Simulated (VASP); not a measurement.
# CoC18 in VASP: single point with PBEsol

Aim: the single point of CoC18 with PBEsol.

Everything below comes from runs of VASP 6.6.1. Logs are shortened: lines on timing, memory, paths and dates and some standing lists are left out, and cuts for length are marked.

**1. The cell of the first run**

The cell holds a slab with vacuum, 19 atoms: a = 7.398 Å, b = 7.398 Å, c = 12.000 Å, α = 90.00°, β = 90.00°, γ = 120.00°.

**2. Single point, PBEsol, collinear spin, ferromagnetic start**

Contents of INCAR:

```
ALGO     = Normal         # electronic algorithm
EDIFF    = 1E-6           # SCF threshold, eV
ENCUT    = 520            # plane-wave cutoff, eV
GGA      = PS             # functional
ISIF     = 2              # what is computed and relaxed
ISMEAR   = 0              # smearing method
ISPIN    = 2              # spin polarisation
LASPH    = T              # aspherical terms in the spheres
LCHARG   = F              # write CHGCAR
LMAXMIX  = 4              # l up to which the mixer works
LORBIT   = 11             # projections on sites
LREAL    = Auto         
LWAVE    = F              # write WAVECAR
MAGMOM   = 0 0 0 0 0 0 0 0 0 0 0 0 0 0 0 0 0 0 1.1 # initial moments
NBANDS   = 60             # bands
NELM     = 150            # most SCF steps
PREC     = Accurate       # precision mode
SIGMA    = 0.02           # smearing width, eV
```

Contents of KPOINTS:

```
k-points
0
Gamma
  2 2 1
```

Contents of POSCAR:

```
CoC18
1.0
    7.3980000000      0.0000000000      0.0000000000
   -3.6990000000      6.4068560000      0.0000000000
    0.0000000000      0.0000000000     12.0000000000
C Co
18 1
Direct
   -0.0020795948     -0.0090064456      0.0869446667
    0.2187617722      0.1029842094      0.0871280000
   -0.0019332434      0.3263700636      0.0839141667
    0.2215363381      0.4382316381      0.0869373333
   -0.0021047204      0.6612455470      0.0861927500
    0.2186798719      0.7707279514      0.0865711667
    0.3276188010     -0.0090059773      0.0869373333
    0.5510946146      0.1028658987      0.0839053333
    0.3303891012      0.3262342715      0.0871280000
    0.5512324722      0.4382316381      0.0869447500
    0.3304695493      0.6584860031      0.0865725833
    0.5512567282      0.7679757435      0.0861865000
    0.6625483440     -0.0094453504      0.0830683333
    0.8863097049      0.1028683960      0.0839155833
    0.6628480167      0.3263675662      0.0839202500
    0.8866085386      0.4386758497      0.0830857500
    0.6625625321      0.6584867835      0.0865785833
    0.8865851681      0.7707267028      0.0865765833
    0.7745678605      1.2145985488      0.2074918333
```

Potentials or basis: VASP PAW PBE potentials, release 64 (C, Co).

On the command line:

```sh
$ cat potpaw_PBE.64/C/POTCAR potpaw_PBE.64/Co/POTCAR > POTCAR
$ mpirun -np 1 vasp_std > vasp.out
```

OUTCAR:

```text
EDIFF = 1E-6
   ENCUT = 520
   GGA = PS
   ISIF = 2
   ISMEAR = 0
   ISPIN = 2
   LASPH = T
   LORBIT = 11
   LREAL = Auto
   NELM = 150
   PREC = Accurate

 ion  position               nearest neighbor table
   1  0.998  0.991  0.087-  18 1.41   2 1.41  14 1.43
   2  0.219  0.103  0.087-   1 1.41   7 1.41   9 1.43
   3  0.998  0.326  0.084-  14 1.43   4 1.43  16 1.43  19 2.06
   4  0.222  0.438  0.087-  11 1.41   9 1.42   3 1.43
   5  0.998  0.661  0.086-   6 1.41  18 1.41  16 1.43
   6  0.219  0.771  0.087-   7 1.41   5 1.41  11 1.44
   7  0.328  0.991  0.087-   6 1.41   2 1.41   8 1.43
   8  0.551  0.103  0.084-  15 1.43   7 1.43  13 1.43  19 2.06
   9  0.330  0.326  0.087-  10 1.41   4 1.42   2 1.43
  10  0.551  0.438  0.087-  17 1.41   9 1.41  15 1.43
  11  0.330  0.658  0.087-   4 1.41  12 1.41   6 1.44
  12  0.551  0.768  0.086-  11 1.41  17 1.41  13 1.43
  13  0.663  0.991  0.083-  12 1.43  14 1.43   8 1.43  19 2.07
  14  0.886  0.103  0.084-   3 1.43   1 1.43  13 1.43  19 2.06
  15  0.663  0.326  0.084-   8 1.43  10 1.43  16 1.43  19 2.06
  16  0.887  0.439  0.083-   5 1.43  15 1.43   3 1.43  19 2.07
  17  0.663  0.658  0.087-  10 1.41  12 1.41  18 1.44
  18  0.887  0.771  0.087-   1 1.41   5 1.41  17 1.44
  19  0.775  0.215  0.207-  14 2.06  15 2.06   8 2.06   3 2.06  16 2.07  13 2.07

  LATTYP: Found a hexagonal cell.
 ALAT       =     7.3980000000
 C/A-ratio  =     1.6220600162

  Lattice vectors:

 A1 = (   7.3980000000,   0.0000000000,   0.0000000000)
 A2 = (  -3.6990000000,   6.4068560000,   0.0000000000)
 A3 = (   0.0000000000,   0.0000000000,  12.0000000000)

Analysis of symmetry for initial positions (statically):
=====================================================================
 Subroutine PRICEL returns:
 Original cell was already a primitive cell.

 Routine SETGRP: Setting up the symmetry group for a
 hexagonal supercell.

 Subroutine GETGRP returns: Found  1 space group operations
 (whereof  1 operations were pure point group operations)
 out of a pool of 24 trial point group operations.

The static configuration has the point symmetry C_1 .

Analysis of symmetry for dynamics (positions and initial velocities):
=====================================================================
 Subroutine PRICEL returns:
 Original cell was already a primitive cell.

 Routine SETGRP: Setting up the symmetry group for a
 hexagonal supercell.

 Subroutine GETGRP returns: Found  1 space group operations
 (whereof  1 operations were pure point group operations)
 out of a pool of 24 trial point group operations.

The dynamic configuration has the point symmetry C_1 .

Analysis of structural, dynamic, and magnetic symmetry:
=====================================================================
 Subroutine PRICEL returns:
 Original cell was already a primitive cell.

 Routine SETGRP: Setting up the symmetry group for a
 hexagonal supercell.

 Subroutine GETGRP returns: Found  1 space group operations
 (whereof  1 operations were pure point group operations)
 out of a pool of 24 trial point group operations.

The overall configuration has the point symmetry C_1 .

 Subroutine INISYM returns: Found  1 space group operations
 (whereof  1 operations are pure point group operations),
 and found     1 'primitive' translations

----------------------------------------------------------------------------------------

                                     Primitive cell

  volume of cell :     568.7750

  direct lattice vectors                    reciprocal lattice vectors
     7.398000000  0.000000000  0.000000000     0.135171668  0.078041398  0.000000000
    -3.699000000  6.406856000  0.000000000     0.000000000  0.156082796  0.000000000
     0.000000000  0.000000000 12.000000000     0.000000000  0.000000000  0.083333333

  length of vectors
     7.398000000  7.398000054 12.000000000     0.156082797  0.156082796  0.083333333

  position of ions in fractional coordinates (direct lattice)
     0.997920405  0.990993554  0.086944667
     0.218761772  0.102984209  0.087128000
     0.998066757  0.326370064  0.083914167
     0.221536338  0.438231638  0.086937333
     0.997895280  0.661245547  0.086192750
     0.218679872  0.770727951  0.086571167
[... 11 lines left out ...]
     0.886585168  0.770726703  0.086576583
     0.774567860  0.214598549  0.207491833

  ion indices of the primitive-cell ions
   primitive index   ion index
                 1           1
                 2           2
                 3           3
                 4           4
                 5           5
                 6           6
[... 11 lines left out ...]
                18          18
                19          19

----------------------------------------------------------------------------------------

 KPOINTS: k-points

Automatic generation of k-mesh.
 Grid dimensions read from file:
 generate k-points for:    2    2    1

 Generating k-lattice:

  Cartesian coordinates                     Fractional coordinates (reciprocal lattice)
     0.067585834  0.039020699  0.000000000     0.500000000  0.000000000  0.000000000
     0.000000000  0.078041398  0.000000000     0.000000000  0.500000000  0.000000000
     0.000000000  0.000000000  0.083333333     0.000000000  0.000000000  1.000000000

  Length of vectors
     0.078041399  0.078041398  0.083333333

  Shift w.r.t. Gamma in fractional coordinates (k-lattice)
     0.000000000  0.000000000  0.000000000

 Subroutine IBZKPT returns following result:
 ===========================================

 Found      4 irreducible k-points:

 Following reciprocal coordinates:
            Coordinates               Weight
  0.000000  0.000000  0.000000      1.000000
  0.500000  0.000000  0.000000      1.000000
  0.000000  0.500000  0.000000      1.000000
  0.500000  0.500000  0.000000      1.000000
   k-points           NKPTS =      4   k-points in BZ     NKDIM =      4   number of bands    NBANDS=     60
   number of dos      NEDOS =    301   number of ions     NIONS =     19
   total plane-waves  NPLWV = 282240
   dimension x,y,z NGX =    56 NGY =   56 NGZ =   90
   dimension x,y,z NGXF=   112 NGYF=  112 NGZF=  180
   ions per type =              18   1
   NGX,Y,Z   is equivalent  to a cutoff of  12.58, 12.58, 12.47 a.u.
   NGXF,Y,Z  is equivalent  to a cutoff of  25.17, 25.17, 24.94 a.u.
 SYSTEM =  unknown system
   PREC   = accura    normal or accurate (medium, high low for compatibility)
   ISTART =      0    job   : 0-new  1-cont  2-samecut
   ICHARG =      2    charge: 1-file 2-atom 10-const
   ISPIN  =      2    spin polarized calculation?
   LNONCOLLINEAR =      F non collinear calculations
   LSORBIT =      F    spin-orbit coupling
   LASPH  =      T    aspherical Exc in radial PAW
   ENCUT  =  520.0 eV  38.22 Ry    6.18 a.u.  13.76 13.76 22.31*2*pi/ulx,y,z
   NELM   =    150;   NELMIN=  2; NELMDL= -5     # of ELM steps
   EDIFF  = 0.1E-05   stopping-criterion for ELM
   LREAL  =      T    real-space projection
   EDIFFG = 0.1E-04   stopping-criterion for IOM
   NSW    =      0    number of steps for IOM
[... 5 lines left out ...]
   TEBEG  =    0.0;   TEEND  =   0.0 temperature during run
   PSTRESS=    0.0 pullay stress
   NELECT =      81.0000    total number of electrons
   NUPDOWN=      -1.0000    fix difference up-down
   EMIN   =  10.00;   EMAX   =-10.00  energy-range for DOS
   EFERMI =   0.00;   METHOD = LEGACY
   ISMEAR =     0;   SIGMA  =   0.02  broadening in eV -4-tet -1-fermi 0-gaus
   EFERMI_NEDOS =   21; number of points for ismear=-14 and -15
   IALGO  =     38    algorithm
   IMIX   =      4    mixing-type and parameters
     AMIX     =   0.40;   BMIX     =  1.00
     AMIX_MAG =   1.60;   BMIX_MAG =  1.00
  volume/ion in A,a.u.               =      29.94       202.01
  Fermi-wavevector in a.u.,A,eV,Ry     =   0.854915  1.615555  9.944224  0.730880
  Thomas-Fermi vector in A             =   1.971584
   LORBIT       =     11    0 simple, 1 ext, 2 COOP (PROOUT), +10 PAW based schemes
   GGA     = PS    functional components
   LHFCALC =     F    Hartree Fock is set to
   AEXX    =    0.0000 exact exchange contribution
   IVDW    =     0    specifies the selected vdW correction
   LEPSILON=     F    determine dielectric tensor
   LRPA    =     F    only Hartree local field effects (RPA)
 spin polarized calculation
 Gauss-broadening in eV      SIGMA  =   0.02
  energy-cutoff  :      520.00
  volume of cell :      568.78
 maximum number of plane-waves:     15363
 NGX is ok and might be reduce to    56
   NGX = 27   NGY = 27   NGZ = 45

 number of electron      81.0000004 magnetization       1.5000029

 Free energy of the ion-electron system (eV)
  ---------------------------------------------------
  ext. energy  EPLUGINS =         0.00000000
  ---------------------------------------------------
  free energy    TOTEN  =      -177.12109296 eV

  energy without entropy =     -177.12040997  energy(sigma->0) =     -177.12075146

 E-fermi :  -0.7694     XC(G=0):  -3.8954

 val. band max:       -0.7931843965   @ k =   0.0000   0.0000   0.0000
 cond. band min:      -0.7455465934   @ k =   0.0000   0.0000   0.0000
 fundamental gap:      0.0476378031
 Fermi energy:        -0.7693654950

 spin component 1

 k-point     1 :       0.0000    0.0000    0.0000
  band No.  band energies     occupation
      1     -20.8491      1.00000
      2     -18.5739      1.00000
      3     -18.2966      1.00000
      4     -18.2939      1.00000
      5     -18.1223      1.00000
      6     -18.0432      1.00000
[... 44 lines left out ...]
     51       3.7294      0.00000
     52       3.7304      0.00000
[... 163 lines left out ...]
     51       3.7546      0.00000
     52       3.9225      0.00000
 Fermi energy:        -0.7693654950

 spin component 2

 k-point     1 :       0.0000    0.0000    0.0000
  band No.  band energies     occupation
      1     -20.8317      1.00000
      2     -18.5579      1.00000
      3     -18.2845      1.00000
      4     -18.2685      1.00000
      5     -18.1030      1.00000
      6     -18.0303      1.00000
[... 44 lines left out ...]
     51       3.8136      0.00000
     52       3.8307      0.00000
[... 163 lines left out ...]
     51       3.8879      0.00000
     52       4.0038      0.00000
 [bands above 52 left out]

------------------------ aborting loop because EDIFF is reached ----------------------------------------

  FORCE on cell =-STRESS in cart. coord.  units (eV):
  Direction    XX          YY          ZZ          XY          YZ          ZX
  --------------------------------------------------------------------------------------
  -------------------------------------------------------------------------------------
  Total        4.7323725      3.2410360     -0.0018768     -0.0026836      0.0022665      0.0010671
  in kB       13.3305776      9.1296452     -0.0052867     -0.0075593      0.0063844      0.0030059
  external PRESSURE =       7.4849787 kB  Pullay stress =       0.0000000 kB

 VOLUME and BASIS-vectors are now :
 -----------------------------------------------------------------------------
  energy-cutoff  :      520.00
  volume of cell :      568.78
      direct lattice vectors                 reciprocal lattice vectors
     7.398000000  0.000000000  0.000000000     0.135171668  0.078041398  0.000000000
    -3.699000000  6.406856000  0.000000000     0.000000000  0.156082796  0.000000000
     0.000000000  0.000000000 12.000000000     0.000000000  0.000000000  0.083333333

 POSITION                                       TOTAL-FORCE (eV/Angst)
 -----------------------------------------------------------------------------------
      3.71693      6.34915      1.04334        -0.001414      0.008429      0.002218
      1.23746      0.65980      1.04554        -0.002504      0.004441      0.002991
      6.17646      2.09101      1.00697         0.022944      0.012541     -0.011693
      0.01791      2.80769      1.04325        -0.000009     -0.006591      0.001632
      4.93648      4.23651      1.03431         0.002547     -0.007353     -0.006548
     -1.23313      4.93794      1.03885         0.005391      0.000544     -0.003866
[... 11 lines left out ...]
      3.70804      4.93794      1.03892        -0.005134     -0.003740      0.001757
      4.93645      1.37490      2.48990        -0.001237      0.000506      0.082977
 -----------------------------------------------------------------------------------
    total drift:                                0.024091     -0.007420     -0.040153

  FREE ENERGIE OF THE ION-ELECTRON SYSTEM (eV)
  ---------------------------------------------------
  free  energy   TOTEN  =      -177.1210929568 eV

  energy  without entropy=     -177.1204099683  energy(sigma->0) =     -177.12075146

 total charge

# of ion       s       p       d       tot
------------------------------------------
    1        0.859   1.794   0.000   2.653
    2        0.857   1.795   0.000   2.652
    3        0.851   1.788   0.000   2.639
    4        0.859   1.794   0.000   2.653
    5        0.858   1.800   0.000   2.658
    6        0.858   1.791   0.000   2.649
[... 11 lines left out ...]
   18        0.858   1.791   0.000   2.649
   19        0.280   0.369   7.676   8.325
--------------------------------------------------
tot         15.685  32.632   7.676  55.992

 magnetization (x)

# of ion       s       p       d       tot
------------------------------------------
    1        0.000   0.002   0.000   0.003
    2        0.001   0.016   0.000   0.017
    3        0.001   0.002   0.000   0.002
    4        0.000   0.002   0.000   0.003
    5        0.001   0.016   0.000   0.017
    6        0.000   0.006   0.000   0.006
[... 11 lines left out ...]
   18        0.000   0.006   0.000   0.006
   19        0.005   0.040   1.139   1.184
--------------------------------------------------
tot          0.013   0.163   1.139   1.315
```

Wall time 19 min (1 thread of AMD EPYC 7R43 (Zen 3), shared host); peak memory 0.82 GiB.

Results:

```yaml
Free_energy: -177.1211 eV
Largest_force: 0.083 eV/Å
Net_moment: 1.50 μB per cell
Site_moments: C +0.00, +0.02, +0.01 (each value once); Co +1.18 μB
Valence_electrons_inside_the_program's_atomic_spheres: C 2.65, 2.64, 2.66 (each value once); Co 8.32
```

Forces in eV/Å, atoms in the order of the input:
```
C   -0.001  0.008  0.002
C   -0.003  0.004  0.003
C    0.023  0.013 -0.012
C    0.000 -0.007  0.002
C    0.003 -0.007 -0.007
C    0.005  0.001 -0.004
C    0.002 -0.002  0.003
C   -0.017 -0.010 -0.015
C   -0.006 -0.007  0.002
C    0.003 -0.001  0.005
C   -0.004  0.008  0.000
C    0.000  0.007 -0.008
C   -0.003 -0.019 -0.012
C    0.025 -0.013 -0.012
C   -0.018  0.006 -0.014
C   -0.007  0.017 -0.014
C    0.004  0.005 -0.005
C   -0.005 -0.004  0.002
Co  -0.001  0.001  0.083
```

Caveat: the k points lie up to 0.49 Å⁻¹ apart; there is no dipole correction, which matters where the two faces differ; the PAW data sets were made with another functional, which shifts forces and pressure a little.
